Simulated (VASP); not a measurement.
# Ti2Os (Fm-3m) in VASP: notebook

Ti2Os is run at these levels: PBE; tasks: single point, relaxation of cell and atoms.

Everything below comes from runs of VASP 6.6.1. Logs are shortened: lines on timing, memory, paths and dates and some standing lists are left out, and cuts for length are marked.

### Step 1. The cell of the first run

The structure is cubic, space group Fm-3m (No. 225). Conventional cell: a = 5.495 Å, b = 5.495 Å, c = 5.495 Å, α = 90.00°, β = 90.00°, γ = 90.00°. Ti (site symmetry -43m) has 4 Os at 2.38 Å and 6 Ti at 2.75 Å within 3.1 Å. Os (site symmetry m-3m) has 8 Ti at 2.38 Å within 3.1 Å.

### Step 2. Single point, PBE

File INCAR:

```
ALGO = Normal
EDIFF = 1E-6
ENCUT = 520
GGA = PE
ISIF = 2
ISMEAR = 0
LASPH = T
LCHARG = T
LELF = T
LREAL = F
LVHAR = T
LWAVE = F
NBANDS = 23
NELM = 80
PREC = Accurate
SIGMA = 0.1
```

File KPOINTS:

```
k-points
0
Gamma
  6 6 6
```

File POSCAR:

```
Ti2Os
1.0
    0.0000000000      2.7474842330      2.7474842330
    2.7474842330      0.0000000000      2.7474842330
    2.7474842330      2.7474842330      0.0000000000
Ti Os
2 1
Direct
    0.2500000000      0.2500000000      0.2500000000
    0.7500000000      0.7500000000      0.7500000000
    0.0000000000      0.0000000000      0.0000000000
```

Potentials or basis: VASP PAW PBE potentials, release 64 (Ti_sv, Os).

On the command line:

```sh
cat potpaw_PBE.64/Ti_sv/POTCAR potpaw_PBE.64/Os/POTCAR > POTCAR
mpirun -np 1 vasp_std > vasp.out
```

OUTCAR:

```text
EDIFF = 1E-6
   ENCUT = 520
   GGA = PE
   ISIF = 2
   ISMEAR = 0
   LASPH = T
   LREAL = F
   NELM = 80
   PREC = Accurate

 ion  position               nearest neighbor table
   1  0.250  0.250  0.250-   3 2.38   3 2.38   3 2.38   3 2.38   2 2.75   2 2.75   2 2.75   2 2.75
                             2 2.75   2 2.75
   2  0.750  0.750  0.750-   3 2.38   3 2.38   3 2.38   3 2.38   1 2.75   1 2.75   1 2.75   1 2.75
                             1 2.75   1 2.75
   3  0.000  0.000  0.000-   2 2.38   2 2.38   2 2.38   1 2.38   2 2.38   1 2.38   1 2.38   1 2.38

  LATTYP: Found a face centered cubic cell.
 ALAT       =     5.4949684660

  Lattice vectors:

 A1 = (   0.0000000000,   2.7474842330,   2.7474842330)
 A2 = (   2.7474842330,   0.0000000000,   2.7474842330)
 A3 = (   2.7474842330,   2.7474842330,   0.0000000000)

Analysis of symmetry for initial positions (statically):
=====================================================================
 Subroutine PRICEL returns:
 Original cell was already a primitive cell.

 Routine SETGRP: Setting up the symmetry group for a
 face centered cubic supercell.

 Subroutine GETGRP returns: Found 48 space group operations
 (whereof 48 operations were pure point group operations)
 out of a pool of 48 trial point group operations.

The static configuration has the point symmetry O_h .

Analysis of symmetry for dynamics (positions and initial velocities):
=====================================================================
 Subroutine PRICEL returns:
 Original cell was already a primitive cell.

 Routine SETGRP: Setting up the symmetry group for a
 face centered cubic supercell.

 Subroutine GETGRP returns: Found 48 space group operations
 (whereof 48 operations were pure point group operations)
 out of a pool of 48 trial point group operations.

The dynamic configuration has the point symmetry O_h .

 Subroutine INISYM returns: Found 48 space group operations
 (whereof 48 operations are pure point group operations),
 and found     1 'primitive' translations

----------------------------------------------------------------------------------------

                                     Primitive cell

  volume of cell :      41.4797

  direct lattice vectors                    reciprocal lattice vectors
     0.000000000  2.747484233  2.747484233    -0.181984666  0.181984666  0.181984666
     2.747484233  0.000000000  2.747484233     0.181984666 -0.181984666  0.181984666
     2.747484233  2.747484233  0.000000000     0.181984666  0.181984666 -0.181984666

  length of vectors
     3.885529465  3.885529465  3.885529465     0.315206687  0.315206687  0.315206687

  position of ions in fractional coordinates (direct lattice)
     0.250000000  0.250000000  0.250000000
     0.750000000  0.750000000  0.750000000
     0.000000000  0.000000000  0.000000000

  ion indices of the primitive-cell ions
   primitive index   ion index
                 1           1
                 2           2
                 3           3

----------------------------------------------------------------------------------------

 KPOINTS: k-points

Automatic generation of k-mesh.
 Grid dimensions read from file:
 generate k-points for:    6    6    6

 Generating k-lattice:

  Cartesian coordinates                     Fractional coordinates (reciprocal lattice)
    -0.030330778  0.030330778  0.030330778     0.166666667  0.000000000  0.000000000
     0.030330778 -0.030330778  0.030330778     0.000000000  0.166666667  0.000000000
     0.030330778  0.030330778 -0.030330778     0.000000000  0.000000000  0.166666667

  Length of vectors
     0.052534448  0.052534448  0.052534448

  Shift w.r.t. Gamma in fractional coordinates (k-lattice)
     0.000000000  0.000000000  0.000000000

 Subroutine IBZKPT returns following result:
 ===========================================

 Found     16 irreducible k-points:

 Following reciprocal coordinates:
            Coordinates               Weight
  0.000000  0.000000  0.000000      1.000000
  0.166667  0.000000  0.000000      8.000000
  0.333333  0.000000  0.000000      8.000000
  0.500000  0.000000  0.000000      4.000000
  0.166667  0.166667  0.000000      6.000000
  0.333333  0.166667  0.000000     24.000000
[... 8 lines left out ...]
 -0.333333  0.333333  0.166667     24.000000
 -0.333333  0.500000  0.166667     12.000000
   k-points           NKPTS =     16   k-points in BZ     NKDIM =     16   number of bands    NBANDS=     23
   number of dos      NEDOS =    301   number of ions     NIONS =      3
   total plane-waves  NPLWV =  27000
   dimension x,y,z NGX =    30 NGY =   30 NGZ =   30
   dimension x,y,z NGXF=    60 NGYF=   60 NGZF=   60
   ions per type =               2   1
   NGX,Y,Z   is equivalent  to a cutoff of  12.84, 12.84, 12.84 a.u.
   NGXF,Y,Z  is equivalent  to a cutoff of  25.67, 25.67, 25.67 a.u.
 SYSTEM =  unknown system
   PREC   = accura    normal or accurate (medium, high low for compatibility)
   ISTART =      0    job   : 0-new  1-cont  2-samecut
   ICHARG =      2    charge: 1-file 2-atom 10-const
   ISPIN  =      1    spin polarized calculation?
   LNONCOLLINEAR =      F non collinear calculations
   LSORBIT =      F    spin-orbit coupling
   LASPH  =      T    aspherical Exc in radial PAW
   ENCUT  =  520.0 eV  38.22 Ry    6.18 a.u.   7.22  7.22  7.22*2*pi/ulx,y,z
   NELM   =     80;   NELMIN=  2; NELMDL= -5     # of ELM steps
   EDIFF  = 0.1E-05   stopping-criterion for ELM
   LREAL  =      F    real-space projection
   EDIFFG = 0.1E-04   stopping-criterion for IOM
   NSW    =      0    number of steps for IOM
   IBRION =     -1    ionic relax: 0-MD 1-quasi-New 2-CG
   NFREE  =      0    steps in history (QN), initial steepest desc. (CG)
   ISIF   =      2    stress and relaxation
   ISYM   =      2    0-nonsym 1-usesym 2-fastsym
   POTIM  = 0.5000    time-step for ionic-motion
   TEBEG  =    0.0;   TEEND  =   0.0 temperature during run
   PSTRESS=    0.0 pullay stress
   NELECT =      32.0000    total number of electrons
   NUPDOWN=      -1.0000    fix difference up-down
   EMIN   =  10.00;   EMAX   =-10.00  energy-range for DOS
   EFERMI =   0.00;   METHOD = LEGACY
   ISMEAR =     0;   SIGMA  =   0.10  broadening in eV -4-tet -1-fermi 0-gaus
   EFERMI_NEDOS =   21; number of points for ismear=-14 and -15
   IALGO  =     38    algorithm
   IMIX   =      4    mixing-type and parameters
     AMIX     =   0.40;   BMIX     =  1.00
     AMIX_MAG =   1.60;   BMIX_MAG =  1.00
  volume/ion in A,a.u.               =      13.83        93.31
  Fermi-wavevector in a.u.,A,eV,Ry     =   1.501457  2.837343 30.672616  2.254374
  Thomas-Fermi vector in A             =   2.612825
   LORBIT       =      0    0 simple, 1 ext, 2 COOP (PROOUT), +10 PAW based schemes
   GGA     = PE    functional components
   LHFCALC =     F    Hartree Fock is set to
   AEXX    =    0.0000 exact exchange contribution
   IVDW    =     0    specifies the selected vdW correction
   LEPSILON=     F    determine dielectric tensor
   LRPA    =     F    only Hartree local field effects (RPA)
 non-spin polarized calculation
 Gauss-broadening in eV      SIGMA  =   0.10
  energy-cutoff  :      520.00
  volume of cell :       41.48
 maximum number of plane-waves:      1139
 NGX is ok and might be reduce to    30
   NGX = 15   NGY = 15   NGZ = 15

 number of electron      31.9999991 magnetization

 Free energy of the ion-electron system (eV)
  ---------------------------------------------------
  ext. energy  EPLUGINS =         0.00000000
  ---------------------------------------------------
  free energy    TOTEN  =       -24.82363401 eV

  energy without entropy =      -24.80404069  energy(sigma->0) =      -24.81383735

 E-fermi :  10.3990     XC(G=0): -12.8924

 val. band max:       10.3904690807   @ k =   0.5000   0.0000   0.0000
 cond. band min:      10.4026099633   @ k =  -0.3333   0.1667   0.0000
 fundamental gap:      0.0121408827
 Fermi energy:        10.3989508350

 k-point     1 :       0.0000    0.0000    0.0000
  band No.  band energies     occupation
      1     -46.1620      2.00000
      2     -45.9132      2.00000
      3     -22.6912      2.00000
      4     -22.6912      2.00000
      5     -22.6912      2.00000
      6     -22.1267      2.00000
[... 15 lines left out ...]
     22      14.1734      0.00000
     23      14.8621      0.00000

 k-point     2 :       0.1667    0.0000    0.0000
  band No.  band energies     occupation
      1     -46.1410      2.00000
      2     -45.9294      2.00000
      3     -22.6531      2.00000
      4     -22.6531      2.00000
      5     -22.6393      2.00000
      6     -22.1907      2.00000
[... 15 lines left out ...]
     22      13.7249      0.00000
     23      14.9433      0.00000

 k-point     3 :       0.3333    0.0000    0.0000
  band No.  band energies     occupation
      1     -46.0895      2.00000
      2     -45.9711      2.00000
      3     -22.5516      2.00000
      4     -22.5516      2.00000
      5     -22.5303      2.00000
      6     -22.3221      2.00000
[... 15 lines left out ...]
     22      13.5629      0.00000
     23      14.7185      0.00000

 k-point     4 :       0.5000    0.0000    0.0000
  band No.  band energies     occupation
      1     -46.0368      2.00000
      2     -46.0187      2.00000
      3     -22.4551      2.00000
      4     -22.4457      2.00000
      5     -22.4457      2.00000
      6     -22.4075      2.00000
[... 15 lines left out ...]
     22      13.5282      0.00000
     23      14.4892      0.00000

 k-point     5 :       0.1667    0.1667    0.0000
  band No.  band energies     occupation
      1     -46.1351      2.00000
      2     -45.9337      2.00000
      3     -22.6873      2.00000
      4     -22.6873      2.00000
      5     -22.5324      2.00000
      6     -22.3134      2.00000
[... 226 lines left out ...]
 k-point    14 :       0.5000    0.3333    0.1667
  band No.  band energies     occupation
      1     -46.0629      2.00000
      2     -45.9904      2.00000
      3     -22.7120      2.00000
      4     -22.6381      2.00000
      5     -22.5357      2.00000
      6     -22.2684      2.00000
[... 15 lines left out ...]
     22      13.7345      0.00000
     23      14.3554      0.00000

 k-point    15 :      -0.3333    0.3333    0.1667
  band No.  band energies     occupation
      1     -46.0271      2.00000
      2     -46.0226      2.00000
      3     -22.7445      2.00000
      4     -22.6847      2.00000
      5     -22.4098      2.00000
      6     -22.3921      2.00000
[... 15 lines left out ...]
     22      13.5057      0.00000
     23      14.5803      0.00000

 k-point    16 :      -0.3333    0.5000    0.1667
  band No.  band energies     occupation
      1     -46.0386      2.00000
      2     -46.0092      2.00000
      3     -22.8164      2.00000
      4     -22.7034      2.00000
      5     -22.5341      2.00000
      6     -22.2573      2.00000
[... 15 lines left out ...]
     22      13.6044      0.00000
     23      14.2431      0.00000

------------------------ aborting loop because EDIFF is reached ----------------------------------------

  FORCE on cell =-STRESS in cart. coord.  units (eV):
  Direction    XX          YY          ZZ          XY          YZ          ZX
  --------------------------------------------------------------------------------------
  -------------------------------------------------------------------------------------
  Total       19.5736878     19.5736878     19.5736878     -0.0000000     -0.0000000      0.0000000
  in kB      756.0449506    756.0449506    756.0449506     -0.0000000     -0.0000000      0.0000000
  external PRESSURE =     756.0449506 kB  Pullay stress =       0.0000000 kB

 VOLUME and BASIS-vectors are now :
 -----------------------------------------------------------------------------
  energy-cutoff  :      520.00
  volume of cell :       41.48
      direct lattice vectors                 reciprocal lattice vectors
     0.000000000  2.747484233  2.747484233    -0.181984666  0.181984666  0.181984666
     2.747484233  0.000000000  2.747484233     0.181984666 -0.181984666  0.181984666
     2.747484233  2.747484233  0.000000000     0.181984666  0.181984666 -0.181984666

 POSITION                                       TOTAL-FORCE (eV/Angst)
 -----------------------------------------------------------------------------------
      1.37374      1.37374      1.37374        -0.000000     -0.000000     -0.000000
      4.12123      4.12123      4.12123         0.000000      0.000000      0.000000
      0.00000      0.00000      0.00000        -0.000000      0.000000     -0.000000
 -----------------------------------------------------------------------------------
    total drift:                               -0.000000      0.000000      0.000000

  FREE ENERGIE OF THE ION-ELECTRON SYSTEM (eV)
  ---------------------------------------------------
  free  energy   TOTEN  =       -24.8236340083 eV

  energy  without entropy=      -24.8040406927  energy(sigma->0) =      -24.81383735
```

It took 34 s on 1 thread of Intel Xeon 8259CL, shared host; peak memory 0.18 GiB.

Results:

```yaml
Free_energy: -24.8236 eV
Pressure: 75.6 GPa
Band_gap_on_the_k_mesh: zero (bands 16 and 17 overlap by 1.99 eV)
```

Caveat: the cell stands under pressure; spin-orbit coupling is left out, which moves the levels of the heavy elements.

### Step 3. Single point, PBE

This run uses another cell than the first one, of 18.37 Å³/atom.

File INCAR:

```
SYSTEM = Ti2Os
PREC     = Accurate       ! precision mode
ENCUT    = 520            ! plane-wave cutoff, eV
EDIFF    = 1E-7           ! SCF threshold, eV
ISMEAR   = 0              ! smearing method
SIGMA    = 0.1            ! smearing width, eV
LREAL    = .FALSE.        ! projectors in reciprocal space
LASPH    = .TRUE.         ! aspherical terms in the spheres
NELM     = 100            ! most SCF steps
ALGO     = Fast           ! electronic algorithm
ISIF     = 2              ! what is computed and relaxed
LWAVE    = .FALSE.        ! write WAVECAR
LCHARG   = .TRUE.         ! write CHGCAR
GGA      = PE             ! functional
LELF     = .TRUE.         ! ELF
LVHAR    = .TRUE.       
NBANDS   = 23             ! bands
```

File KPOINTS:

```
regular mesh
0
G
  6 6 6
  0 0 0
```

File POSCAR:

```
Ti2Os
1.0
    0.0000000000      3.0201597084      3.0201597084
    3.0201597084      0.0000000000      3.0201597084
    3.0201597084      3.0201597084      0.0000000000
Ti Os
2 1
Direct
    0.2500000000      0.2500000000      0.2500000000
    0.7500000000      0.7500000000      0.7500000000
    0.0000000000      0.0000000000      0.0000000000
```

Potentials or basis: VASP PAW PBE potentials, release 64 (Ti_sv, Os).

On the command line:

```sh
cat potpaw_PBE.64/Ti_sv/POTCAR potpaw_PBE.64/Os/POTCAR > POTCAR
mpirun -np 1 vasp_std > vasp.out
```

It took 72 s on 1 thread of Intel Xeon 8259CL, shared host; peak memory 0.18 GiB.

Results (log left out):

```
Free energy            : -27.3531 eV
Pressure               : 0.0 GPa
Band gap on the k mesh : zero (bands 16 and 17 overlap by 1.55 eV)
```

Levels at points of the mesh, in eV from the Fermi level:
| k point | band 13 | band 14 | band 15 | band 16 | band 17 | band 18 | band 19 | band 20 |
| --- | --- | --- | --- | --- | --- | --- | --- | --- |
| (0.00, 0.00, 0.00) | -2.30 | -2.30 | -0.94 | -0.94 | -0.94 | 2.22 | 2.22 | 2.78 |
| (0.50, 0.00, 0.00) | -2.48 | -2.38 | -2.38 | -0.01 | -0.01 | 1.09 | 1.09 | 1.30 |
| (0.50, 0.50, 0.00) | -2.36 | -2.36 | -1.16 | -0.53 | 1.09 | 1.09 | 2.12 | 2.34 |

Caveat: spin-orbit coupling is left out, which moves the levels of the heavy elements.

(Continued in part 2 of 2.)

The gap in the log of VASP goes by the Fermi energy; the results here count the filled bands.